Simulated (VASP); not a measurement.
# SrO: single point with PBE

SrO:

```
Sr O
1.0
     0.00000    2.59751    2.59751
     2.59751    0.00000    2.59751
     2.59751    2.59751    0.00000
Sr O
1 1
Direct
  0.50000 0.50000 0.50000
  0.00000 0.00000 0.00000
```

```json
{
 "Program": "VASP 6.6.1",
 "Task": "single point",
 "Functional": "PBE",
 "Potentials or basis": "VASP PAW PBE potentials, release 64 (Sr_sv, O)",
 "Cutoff": "520 eV",
 "k mesh": "12 × 12 × 12",
 "Occupations": "gaussian, width 0.05 eV",
 "Spin": "non-collinear spin, zero start, spin-orbit coupling",
 "Starting moments": "[[0.0, 0.0, 0.0], [0.0, 0.0, 0.0]] μB",
 "Dipole correction": "no",
 "Further INCAR settings": "ALGO = Normal; EDIFF = 1e-07; NBANDS = 28"
}
```

* Pressure: 0.5 GPa
* Net moment: 0.00 μB per cell
* Valence electrons inside the program's atomic spheres: Sr 8.09; O 4.96

Moments on the atoms (μB; x, y, z):
```
Sr  0.00 0.00 0.00
O   0.00 0.00 0.00
```

Run time: 110 s on 1 thread of AMD EPYC 9R45 96-Core Processor (Zen 5), on a shared host, peak memory 0.27 GiB.
